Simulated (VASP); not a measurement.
The system is CdSe (Cadmoselite).

```
Cd Se
1.0
     4.32848    0.00000    0.00000
    -2.16424    3.74857    0.00000
     0.00000    0.00000    7.06649
Cd Se
2 2
Direct
  0.66667 0.33333 0.50000
  0.33333 0.66667 0.00000
  0.66667 0.33333 0.88500
  0.33333 0.66667 0.38500
```

This cell differs from its parent crystal: volume scaled by 1.02.

Base run:

- Program: VASP 6.6.1
- Functional: PBEsol
- Potentials or basis: VASP PAW PBE potentials, release 64 (Cd, Se)
- Cutoff: 520 eV
- k mesh: 7 × 7 × 4
- Occupations: fermi-dirac, width 0.05 eV
- Spin: no spin polarisation

Its results: band gap on the k mesh 0.54 eV, direct; pressure -0.5 GPa; largest force 0.254 eV/Å.

Task: The run is repeated on the same cell with these changes: functional from PBEsol to PBE exchange alone. What comes out?

Result: Band gap on the k mesh 0.62 eV, direct; pressure 9.9 GPa; largest force 0.320 eV/Å.

Caveats: the PAW data sets were made with another functional, which shifts forces and pressure a little (some runs).

